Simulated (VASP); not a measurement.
# V (R-3m) in VASP: notebook

The runs below take V through single point, with PBEsol.

All numbers are computed with VASP 6.6.1; they aren't measurements. Logs are shortened: lines on timing, memory, paths and dates and some standing lists are left out, and cuts for length are marked.

## Step 1: The cell of the first run

The structure is trigonal, space group R-3m (No. 166). The conventional cell has a = 5.074 Å, b = 5.074 Å, c = 1.864 Å, α = 90.00°, β = 90.00°, γ = 120.00°. Within 2.5 Å of V (site symmetry -3m) lie 2 V at 1.86 Å.

## Step 2: Single point, PBEsol

Input file INCAR:

```
  ALGO = Fast
  EDIFF = 1E-6
  ENCUT = 520
  GGA = PS
  ISIF = 2
  ISMEAR = 0
  LASPH = True
  LCHARG = False
  LREAL = False
  LWAVE = False
  NBANDS = 12
  NELM = 100
  PREC = Accurate
  SIGMA = 0.15
```

Input file KPOINTS:

```
k-points
0
Gamma
  24 24 24
```

Input file POSCAR:

```
V
1.0
   -2.0330411708      1.5546785424      1.5546785424
    1.5546785424     -2.0330411708      1.5546785424
    1.5546785424      1.5546785424     -2.0330411708
V
1
Direct
    0.0000000000      0.0000000000      0.0000000000
```

Potentials or basis: VASP PAW PBE potentials, release 64 (V_sv).

Started as:

```bash
$ cat potpaw_PBE.64/V_sv/POTCAR > POTCAR
$ mpirun -np 1 vasp_std > vasp.out
```

OUTCAR:

```text
EDIFF = 1E-6
   ENCUT = 520
   GGA = PS
   ISIF = 2
   ISMEAR = 0
   LASPH = True
   LREAL = False
   NELM = 100
   PREC = Accurate

 ion  position               nearest neighbor table
   1  0.000  0.000  0.000-

  LATTYP: Found a trigonal (rhomboedric) cell.
 ALAT       =     2.9945462332
 COS(alpha) =    -0.4354066986

  Lattice vectors:

 A1 = (  -2.0330411708,   1.5546785424,   1.5546785424)
 A2 = (   1.5546785424,  -2.0330411708,   1.5546785424)
 A3 = (   1.5546785424,   1.5546785424,  -2.0330411708)

Analysis of symmetry for initial positions (statically):
=====================================================================
 Subroutine PRICEL returns:
 Original cell was already a primitive cell.

 Routine SETGRP: Setting up the symmetry group for a
 trigonal (rhombohedral) supercell.

 Subroutine GETGRP returns: Found 12 space group operations
 (whereof 12 operations were pure point group operations)
 out of a pool of 12 trial point group operations.

The static configuration has the point symmetry D_3d.

Analysis of symmetry for dynamics (positions and initial velocities):
=====================================================================
 Subroutine PRICEL returns:
 Original cell was already a primitive cell.

 Routine SETGRP: Setting up the symmetry group for a
 trigonal (rhombohedral) supercell.

 Subroutine GETGRP returns: Found 12 space group operations
 (whereof 12 operations were pure point group operations)
 out of a pool of 12 trial point group operations.

The dynamic configuration has the point symmetry D_3d.

 Subroutine INISYM returns: Found 12 space group operations
 (whereof 12 operations are pure point group operations),
 and found     1 'primitive' translations

----------------------------------------------------------------------------------------

                                     Primitive cell

  volume of cell :      13.8541

  direct lattice vectors                    reciprocal lattice vectors
    -2.033041171  1.554678542  1.554678542     0.123879366  0.402607940  0.402607940
     1.554678542 -2.033041171  1.554678542     0.402607940  0.123879366  0.402607940
     1.554678542  1.554678542 -2.033041171     0.402607940  0.402607940  0.123879366

  length of vectors
     2.994546233  2.994546233  2.994546233     0.582694092  0.582694092  0.582694092

  position of ions in fractional coordinates (direct lattice)
     0.000000000  0.000000000  0.000000000

  ion indices of the primitive-cell ions
   primitive index   ion index
[... 82 lines left out ...]
   TEBEG  =    0.0;   TEEND  =   0.0 temperature during run
   PSTRESS=    0.0 pullay stress
   NELECT =      13.0000    total number of electrons
   NUPDOWN=      -1.0000    fix difference up-down
   EMIN   =  10.00;   EMAX   =-10.00  energy-range for DOS
   EFERMI =   0.00;   METHOD = LEGACY
   ISMEAR =     0;   SIGMA  =   0.15  broadening in eV -4-tet -1-fermi 0-gaus
   EFERMI_NEDOS =   21; number of points for ismear=-14 and -15
   IALGO  =     68    algorithm
   IMIX   =      4    mixing-type and parameters
     AMIX     =   0.40;   BMIX     =  1.00
     AMIX_MAG =   1.60;   BMIX_MAG =  1.00
  volume/ion in A,a.u.               =      13.85        93.49
  Fermi-wavevector in a.u.,A,eV,Ry     =   1.602742  3.028744 34.950411  2.568783
  Thomas-Fermi vector in A             =   2.699515
   LORBIT       =      0    0 simple, 1 ext, 2 COOP (PROOUT), +10 PAW based schemes
   GGA     = PS    functional components
   LHFCALC =     F    Hartree Fock is set to
   AEXX    =    0.0000 exact exchange contribution
   IVDW    =     0    specifies the selected vdW correction
   LEPSILON=     F    determine dielectric tensor
   LRPA    =     F    only Hartree local field effects (RPA)
 non-spin polarized calculation
 RMM-DIIS sequential band-by-band and
 Gauss-broadening in eV      SIGMA  =   0.15
  energy-cutoff  :      520.00
  volume of cell :       13.85
 maximum number of plane-waves:       387
   NGX = 11   NGY = 11   NGZ = 11

 number of electron      12.9999995 magnetization

 Free energy of the ion-electron system (eV)
  ---------------------------------------------------
  ext. energy  EPLUGINS =         0.00000000
  ---------------------------------------------------
  free energy    TOTEN  =        -8.48656933 eV

  energy without entropy =       -8.48061683  energy(sigma->0) =       -8.48359308

 E-fermi :   9.4643     XC(G=0): -12.6409

 val. band max:        9.4627322135   @ k =   0.2917   0.0833  -0.0000
 cond. band min:       9.4713756744   @ k =  -0.2500   0.1250   0.0417
 fundamental gap:      0.0086434609
 Fermi energy:         9.4642758486

 k-point     1 :       0.0000    0.0000    0.0000
  band No.  band energies     occupation
      1     -55.2440      2.00000
      2     -28.5596      2.00000
      3     -28.5596      2.00000
      4     -24.9984      2.00000
      5       2.7783      2.00000
      6       6.1288      2.00000
      7       8.6267      2.00000
      8       8.6267      2.00000
      9      15.0336      0.00000
     10      15.0336      0.00000
     11      22.8293      0.00000
     12      28.0929      0.00000
[... 331 lines left out ...]
 k-point    24 :       0.4583    0.0417   -0.0000
  band No.  band energies     occupation
      1     -53.3050      2.00000
      2     -31.9152      2.00000
      3     -27.6091      2.00000
      4     -27.5247      2.00000
      5       5.4205      2.00000
      6       6.5150      2.00000
      7      11.1751      0.00000
      8      11.7522      0.00000
      9      13.8192      0.00000
     10      15.7691      0.00000
     11      23.7103      0.00000
     12      24.5994      0.00000

 [... further k-points ...]

------------------------ aborting loop because EDIFF is reached ----------------------------------------

  FORCE on cell =-STRESS in cart. coord.  units (eV):
  Direction    XX          YY          ZZ          XY          YZ          ZX
  --------------------------------------------------------------------------------------
  -------------------------------------------------------------------------------------
  Total        2.3598007      2.3598007      2.3598007      4.4152129      4.4152129      4.4152129
  in kB      272.9035221    272.9035221    272.9035221    510.6054638    510.6054638    510.6054638
  external PRESSURE =     272.9035221 kB  Pullay stress =       0.0000000 kB

 VOLUME and BASIS-vectors are now :
 -----------------------------------------------------------------------------
  energy-cutoff  :      520.00
  volume of cell :       13.85
      direct lattice vectors                 reciprocal lattice vectors
    -2.033041171  1.554678542  1.554678542     0.123879366  0.402607940  0.402607940
     1.554678542 -2.033041171  1.554678542     0.402607940  0.123879366  0.402607940
     1.554678542  1.554678542 -2.033041171     0.402607940  0.402607940  0.123879366

 POSITION                                       TOTAL-FORCE (eV/Angst)
 -----------------------------------------------------------------------------------
      0.00000      0.00000      0.00000         0.000000      0.000000      0.000000
 -----------------------------------------------------------------------------------
    total drift:                                0.000000      0.000000      0.000000

  FREE ENERGIE OF THE ION-ELECTRON SYSTEM (eV)
  ---------------------------------------------------
  free  energy   TOTEN  =        -8.4865693305 eV

  energy  without entropy=       -8.4806168339  energy(sigma->0) =       -8.48359308
```

Run time: 4.7 min. Hardware: 1 thread of Intel Xeon 8259CL, shared host; peak memory 0.33 GiB.

What came out:

```yaml
Free_energy: -8.4866 eV
Pressure: 27.3 GPa
Band_gap_on_the_k_mesh: zero (an odd number of electrons rules out a gap without spin polarisation)
```

Caveat: atoms lie so close that the PAW spheres overlap strongly, which falsifies energies and pressures; the cell stands under pressure; the PAW data sets were made with another functional, which shifts forces and pressure a little.

(Continued in part 2 of 2.)
